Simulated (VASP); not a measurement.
Runs of VASP 6.6.1 on TiSi. The structure is that of space group P4/mmm (No. 123), or close to it. The cells are those of the table. 

```csv
task,cell,k mesh,cutoff (eV),gap on the mesh (eV),pressure (GPa)
relaxation of cell and atoms,"relaxed from a = 2.847, b = 2.847, c = 3.731 Å, 2 atoms",6 × 6 × 6,600,none,-0.1
single point,"a = 2.737, b = 2.737, c = 3.817 Å, 2 atoms",20 × 20 × 14,520,none,0.4
single point,"a = 2.847, b = 2.847, c = 3.731 Å, 2 atoms",6 × 6 × 6,520,none,-5.8
single point,"a = 2.733, b = 2.733, c = 3.823 Å, 2 atoms",6 × 6 × 6,520,none,(a)
```

Alike in all rows: level r2SCAN; potentials or basis VASP PAW PBE potentials, release 64 (Ti_sv, Si); no spin polarisation; smearing gaussian 0.1 eV.

Task: Fill in the values left out.

Result: (a) 0.3.

Caveats: some runs use coarse meshes; the PAW data sets were made with another functional, which shifts forces and pressure a little.

A gap of «none» marks levels without a gap at the run's occupations.
